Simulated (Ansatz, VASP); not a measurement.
**As in VASP and in Ansatz**

```xyz
2
Lattice="0.0000 3.0531 3.0531 3.0531 0.0000 3.0531 3.0531 3.0531 0.0000" Properties=species:S:1:pos:R:3 pbc="T T T"
As   -0.7633   -0.7633   -0.7633
As    0.7633    0.7633    0.7633
```

Alike in both runs: task relaxation of cell and atoms; functional PBE; k mesh 12 × 12 × 12; occupations fermi-dirac, width 0.05 eV; non-collinear spin, spin-orbit coupling.

|  | VASP | Ansatz |
| --- | --- | --- |
| version | VASP 6.6.1 | Ansatz 0.2.0 |
| potentials or method | VASP PAW PBE potentials, release 64 (As), cutoff 600 eV | all-electron LAPW |

VASP gave:

| Item | Value |
| --- | --- |
| relaxed volume (Å³/atom) | 28.56 |
| relaxed length of the cell vector where the two differ most in proportion (Å) | 4.323 |

Task: Estimate Ansatz's values.

Result: Relaxed volume (Å³/atom): 28.50; relaxed length of the cell vector where the two differ most in proportion (Å): 4.320.

Ansatz ran all-electron here, and VASP with PAW potentials.
